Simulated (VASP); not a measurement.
# NaCl (Fm-3m) in VASP: notebook

NaCl is run at these levels: PBEsol; tasks: relaxation of cell and atoms, single point.

All numbers are computed with VASP 6.6.1; they aren't measurements. Logs are shortened: lines on timing, memory, paths and dates and some standing lists are left out, and cuts for length are marked.

## (1) The cell of the first run

It takes space group Fm-3m (No. 225, cubic). The conventional cell has a = 5.663 Å, b = 5.663 Å, c = 5.663 Å, α = 90.00°, β = 90.00°, γ = 90.00°. Within 3.7 Å of Na (site symmetry m-3m) lie 6 Cl at 2.83 Å. Cl (site symmetry m-3m) has 6 Na at 2.83 Å within 3.7 Å.

## (2) Relaxation of cell and atoms, PBEsol

Contents of INCAR:

```
PREC     = Accurate       # precision mode
ENCUT    = 600            # plane-wave cutoff, eV
EDIFF    = 1E-7           # SCF threshold, eV
ISMEAR   = 0              # smearing method
SIGMA    = 0.02           # smearing width, eV
LREAL    = F              # projectors in reciprocal space
LASPH    = T              # aspherical terms in the spheres
NELM     = 60             # most SCF steps
ALGO     = Normal         # electronic algorithm
ISIF     = 3              # what is computed and relaxed
LWAVE    = F              # write WAVECAR
LCHARG   = F              # write CHGCAR
GGA      = PS             # functional
IBRION   = 2              # ionic algorithm
NSW      = 100            # ionic steps
EDIFFG   = -0.005         # ionic threshold
```

Contents of KPOINTS:

```
Automatic mesh
0
Gamma
  8 8 8
```

Contents of POSCAR:

```
NaCl
1.0
    0.0000000000      2.8317500000      2.8317500000
    2.8317500000      0.0000000000      2.8317500000
    2.8317500000      2.8317500000      0.0000000000
Na Cl
1 1
Direct
    0.0000000000      0.0000000000      0.0000000000
    0.5000000000      0.5000000000      0.5000000000
```

Potentials or basis: VASP PAW PBE potentials, release 64 (Na_pv, Cl).

On the command line:

```
$ cat potpaw_PBE.64/Na_pv/POTCAR potpaw_PBE.64/Cl/POTCAR > POTCAR
$ mpirun -np 1 vasp_std > vasp.out
```

OUTCAR:

```text
PREC = Accurate
   ENCUT = 600
   EDIFF = 1E-7
   ISMEAR = 0
   LREAL = F
   LASPH = T
   NELM = 60
   ISIF = 3
   GGA = PS
   IBRION = 2
   NSW = 100
   EDIFFG = -0.005

 ion  position               nearest neighbor table
   1  0.000  0.000  0.000-
   2  0.500  0.500  0.500-

  LATTYP: Found a face centered cubic cell.
 ALAT       =     5.6635000000

  Lattice vectors:

 A1 = (   0.0000000000,   2.8317500000,   2.8317500000)
 A2 = (   2.8317500000,   0.0000000000,   2.8317500000)
 A3 = (   2.8317500000,   2.8317500000,   0.0000000000)

Analysis of symmetry for initial positions (statically):
=====================================================================
 Subroutine PRICEL returns:
 Original cell was already a primitive cell.

 Routine SETGRP: Setting up the symmetry group for a
 face centered cubic supercell.

 Subroutine GETGRP returns: Found 48 space group operations
 (whereof 48 operations were pure point group operations)
 out of a pool of 48 trial point group operations.

The static configuration has the point symmetry O_h .

Analysis of symmetry for dynamics (positions and initial velocities):
=====================================================================
 Subroutine PRICEL returns:
 Original cell was already a primitive cell.

 Routine SETGRP: Setting up the symmetry group for a
 face centered cubic supercell.

 Subroutine GETGRP returns: Found 48 space group operations
 (whereof 48 operations were pure point group operations)
 out of a pool of 48 trial point group operations.

The dynamic configuration has the point symmetry O_h .

 Subroutine INISYM returns: Found 48 space group operations
 (whereof 48 operations are pure point group operations),
 and found     1 'primitive' translations

----------------------------------------------------------------------------------------

                                     Primitive cell

  volume of cell :      45.4145

  direct lattice vectors                    reciprocal lattice vectors
     0.000000000  2.831750000  2.831750000    -0.176569259  0.176569259  0.176569259
     2.831750000  0.000000000  2.831750000     0.176569259 -0.176569259  0.176569259
     2.831750000  2.831750000  0.000000000     0.176569259  0.176569259 -0.176569259

  length of vectors
     4.004699255  4.004699255  4.004699255     0.305826928  0.305826928  0.305826928

  position of ions in fractional coordinates (direct lattice)
     0.000000000  0.000000000  0.000000000
     0.500000000  0.500000000  0.500000000

  ion indices of the primitive-cell ions
   primitive index   ion index
                 1           1
                 2           2

----------------------------------------------------------------------------------------

 KPOINTS: Automatic mesh

Automatic generation of k-mesh.
 Grid dimensions read from file:
 generate k-points for:    8    8    8

 Generating k-lattice:

  Cartesian coordinates                     Fractional coordinates (reciprocal lattice)
    -0.022071157  0.022071157  0.022071157     0.125000000  0.000000000  0.000000000
     0.022071157 -0.022071157  0.022071157     0.000000000  0.125000000  0.000000000
     0.022071157  0.022071157 -0.022071157     0.000000000  0.000000000  0.125000000

  Length of vectors
     0.038228366  0.038228366  0.038228366

  Shift w.r.t. Gamma in fractional coordinates (k-lattice)
     0.000000000  0.000000000  0.000000000

 Subroutine IBZKPT returns following result:
 ===========================================

 Found     29 irreducible k-points:

 Following reciprocal coordinates:
            Coordinates               Weight
  0.000000  0.000000  0.000000      1.000000
  0.125000  0.000000  0.000000      8.000000
  0.250000  0.000000  0.000000      8.000000
  0.375000  0.000000  0.000000      8.000000
  0.500000  0.000000  0.000000      4.000000
  0.125000  0.125000  0.000000      6.000000
[... 16 lines left out ...]
  0.500000  0.250000  0.125000     48.000000
 -0.375000  0.250000  0.125000     24.000000
 [... further k-points ...]
   k-points           NKPTS =     29   k-points in BZ     NKDIM =     29   number of bands    NBANDS=     11
   number of dos      NEDOS =    301   number of ions     NIONS =      2
   total plane-waves  NPLWV =  32768
   dimension x,y,z NGX =    32 NGY =   32 NGZ =   32
   dimension x,y,z NGXF=    64 NGYF=   64 NGZF=   64
   ions per type =               1   1
   NGX,Y,Z   is equivalent  to a cutoff of  13.28, 13.28, 13.28 a.u.
   NGXF,Y,Z  is equivalent  to a cutoff of  26.57, 26.57, 26.57 a.u.
 SYSTEM =  unknown system
   PREC   = accura    normal or accurate (medium, high low for compatibility)
   ISTART =      0    job   : 0-new  1-cont  2-samecut
   ICHARG =      2    charge: 1-file 2-atom 10-const
   ISPIN  =      1    spin polarized calculation?
   LNONCOLLINEAR =      F non collinear calculations
   LSORBIT =      F    spin-orbit coupling
   LASPH  =      T    aspherical Exc in radial PAW
   ENCUT  =  600.0 eV  44.10 Ry    6.64 a.u.   8.00  8.00  8.00*2*pi/ulx,y,z
   NELM   =     60;   NELMIN=  2; NELMDL= -5     # of ELM steps
   EDIFF  = 0.1E-06   stopping-criterion for ELM
   LREAL  =      F    real-space projection
   EDIFFG = -.5E-02   stopping-criterion for IOM
   NSW    =    100    number of steps for IOM
   IBRION =      2    ionic relax: 0-MD 1-quasi-New 2-CG
   NFREE  =      1    steps in history (QN), initial steepest desc. (CG)
   ISIF   =      3    stress and relaxation
   ISYM   =      2    0-nonsym 1-usesym 2-fastsym
   POTIM  = 0.5000    time-step for ionic-motion
   TEBEG  =    0.0;   TEEND  =   0.0 temperature during run
   PSTRESS=    0.0 pullay stress
   NELECT =      14.0000    total number of electrons
   NUPDOWN=      -1.0000    fix difference up-down
   EMIN   =  10.00;   EMAX   =-10.00  energy-range for DOS
   EFERMI =   0.00;   METHOD = LEGACY
   ISMEAR =     0;   SIGMA  =   0.02  broadening in eV -4-tet -1-fermi 0-gaus
   EFERMI_NEDOS =   21; number of points for ismear=-14 and -15
   IALGO  =     38    algorithm
   IMIX   =      4    mixing-type and parameters
     AMIX     =   0.40;   BMIX     =  1.00
     AMIX_MAG =   1.60;   BMIX_MAG =  1.00
  volume/ion in A,a.u.               =      22.71       153.24
  Fermi-wavevector in a.u.,A,eV,Ry     =   1.105909  2.089864 16.640388  1.223034
  Thomas-Fermi vector in A             =   2.242402
   LORBIT       =      0    0 simple, 1 ext, 2 COOP (PROOUT), +10 PAW based schemes
   GGA     = PS    functional components
   LHFCALC =     F    Hartree Fock is set to
   AEXX    =    0.0000 exact exchange contribution
   IVDW    =     0    specifies the selected vdW correction
   LEPSILON=     F    determine dielectric tensor
   LRPA    =     F    only Hartree local field effects (RPA)
 conjugate gradient relaxation of ions
 non-spin polarized calculation
 Gauss-broadening in eV      SIGMA  =   0.02
  energy-cutoff  :      600.00
  volume of cell :       45.41
 maximum number of plane-waves:      1540
   NGX = 15   NGY = 15   NGZ = 15

--------------------------------------- Ionic step        1  -------------------------------------------

 number of electron      14.0000001 magnetization

 Free energy of the ion-electron system (eV)
  ---------------------------------------------------
  ext. energy  EPLUGINS =         0.00000000
  ---------------------------------------------------
  free energy    TOTEN  =        -6.99548076 eV

  energy without entropy =       -6.99548076  energy(sigma->0) =       -6.99548076

------------------------ aborting loop because EDIFF is reached ----------------------------------------

  FORCE on cell =-STRESS in cart. coord.  units (eV):
  Direction    XX          YY          ZZ          XY          YZ          ZX
  --------------------------------------------------------------------------------------
  -------------------------------------------------------------------------------------
  Total       -0.2118280     -0.2118280     -0.2118280      0.0000000      0.0000000      0.0000000
  in kB       -7.4730731     -7.4730731     -7.4730731      0.0000000      0.0000000      0.0000000
  external PRESSURE =      -7.4730731 kB  Pullay stress =       0.0000000 kB
[... 57 lines left out ...]
  energy  without entropy=       -6.9979626113  energy(sigma->0) =       -6.99796261

--------------------------------------- Ionic step        3  -------------------------------------------

 number of electron      14.0000009 magnetization

 Free energy of the ion-electron system (eV)
  ---------------------------------------------------
  ext. energy  EPLUGINS =         0.00000000
  ---------------------------------------------------
  free energy    TOTEN  =        -6.99883360 eV

  energy without entropy =       -6.99883360  energy(sigma->0) =       -6.99883360

 E-fermi :  -0.5995     XC(G=0):  -8.4121

 val. band max:       -0.6813914964   @ k =   0.0000   0.0000   0.0000
 cond. band min:       4.3165277657   @ k =   0.0000   0.0000   0.0000
 fundamental gap:      4.9979192621
 Fermi energy:        -0.5994614153

 k-point     1 :       0.0000    0.0000    0.0000
  band No.  band energies     occupation
      1     -21.2995      2.00000
      2     -21.2995      2.00000
      3     -21.2995      2.00000
      4     -13.3667      2.00000
      5      -0.6814      2.00000
      6      -0.6814      2.00000
      7      -0.6814      2.00000
      8       4.3165      0.00000
      9      10.3334      0.00000
     10      10.3334      0.00000
     11      10.3334      0.00000
[... 309 lines left out ...]
 k-point    24 :      -0.3750    0.2500    0.1250
  band No.  band energies     occupation
      1     -21.3263      2.00000
      2     -21.3087      2.00000
      3     -21.3044      2.00000
      4     -12.9679      2.00000
      5      -2.4221      2.00000
      6      -1.4898      2.00000
      7      -1.1163      2.00000
      8       7.5100      0.00000
      9       8.8504      0.00000
     10       9.4866      0.00000
     11      11.0073      0.00000

 [... further k-points ...]
[... 5 lines left out ...]
  --------------------------------------------------------------------------------------
  -------------------------------------------------------------------------------------
  Total       -0.0061349     -0.0061349     -0.0061349      0.0000000     -0.0000000      0.0000000
  in kB       -0.2230929     -0.2230929     -0.2230929      0.0000000     -0.0000000      0.0000000
  external PRESSURE =      -0.2230929 kB  Pullay stress =       0.0000000 kB
[... 17 lines left out ...]
  FREE ENERGIE OF THE ION-ELECTRON SYSTEM (eV)
  ---------------------------------------------------
  free  energy   TOTEN  =        -6.9988335970 eV

  energy  without entropy=       -6.9988335970  energy(sigma->0) =       -6.99883360

 reached required accuracy - stopping structural energy minimisation
```

Run time: 23 s. Hardware: 1 thread of Intel Xeon Platinum 8259CL at 2.50GHz (Skylake/Cascade Lake), shared host; peak memory 0.17 GiB.

Results:

```yaml
Free_energy: -6.9988 eV
Relaxed_volume: 22.03 Å³/atom
Relaxed_cell: a = 3.964 Å, b = 3.964 Å, c = 3.964 Å, α = 60.00°, β = 60.00°, γ = 60.00°
Space_group_after_relaxing_to_0.05_Å: Fm-3m (No. 225)
Energy_gained_by_relaxing: 1.7 meV/atom
Ionic_steps: 3
Pressure_after_relaxing: 0.0 GPa
Band_gap_on_the_k_mesh: 5.00 eV, direct
```

The path:
```
step  energy change (eV)  largest force (eV/Å)  pressure (GPa)  volume (Å³)
   1              0.0000                0.0000           -0.75        45.41
   2             -0.0025                0.0000           -0.39        44.72
   3             -0.0034                0.0000           -0.02        44.06
```

Final structure:
```cif
data_structure
_symmetry_space_group_name_H-M 'P 1'
_symmetry_Int_Tables_number 1
_cell_length_a 3.9645
_cell_length_b 3.9645
_cell_length_c 3.9645
_cell_angle_alpha 60.000
_cell_angle_beta 60.000
_cell_angle_gamma 60.000
_cell_volume 44.06
loop_
_atom_site_label
_atom_site_type_symbol
_atom_site_fract_x
_atom_site_fract_y
_atom_site_fract_z
_atom_site_occupancy
Na1 Na 0.00000 0.00000 0.00000 1
Cl1 Cl 0.50000 0.50000 0.50000 1
```

Levels at points of the mesh, in eV from the valence-band top:
```
           k point  band 4  band 5  band 6  band 7  band 8  band 9  band 10  band 11
(0.00, 0.00, 0.00)  -12.69    0.00    0.00    0.00    5.00   11.01    11.01    11.01
(0.50, 0.00, 0.00)  -12.32   -2.03   -0.28   -0.28    7.11   10.64    10.90    10.90
(0.50, 0.50, 0.00)  -12.27   -1.75   -0.63   -0.63    7.49    7.87    11.25    14.78
```

Caveat: the PAW data sets were made with another functional, which shifts forces and pressure a little. A hybrid or GW would open this gap; PBEsol tends to underestimate it.

(Continued in part 2 of 2.)
